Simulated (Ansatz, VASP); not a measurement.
One calculation of C, two programs

```
CELL_PARAMETERS angstrom
0.00000 1.78337 1.78337
1.78337 0.00000 1.78337
1.78337 1.78337 0.00000
ATOMIC_POSITIONS crystal
C 0.00000 0.00000 0.00000
C 0.25000 0.25000 0.25000
```

Alike in both runs: task single point; functional PBE; k mesh 4 × 4 × 4; occupations gaussian, width 0.02 eV; no spin polarisation.

|  | VASP | Ansatz |
| --- | --- | --- |
| version | VASP 6.6.1 | Ansatz 0.2.0 |
| potentials or method | VASP PAW PBE potentials, release 64 (C), cutoff 600 eV | scalar-relativistic, plane waves, PAW |
| valence electrons in the cell | 8 | 8 |

VASP gave:

```
gap on the k mesh at the Fermi level (eV) : 4.43
least direct gap on the mesh (eV)         : 5.58
pressure (GPa)                            : 2.9
```

Problem. Estimate Ansatz's values.

Solution. gap on the k mesh at the Fermi level (eV): 4.44; least direct gap on the mesh (eV): 5.59; pressure (GPa): 3.0.

The functional is the same, so the differences come from potentials, cutoffs and numerics.

The k mesh is coarse, so the values compare programs but aren't converged.
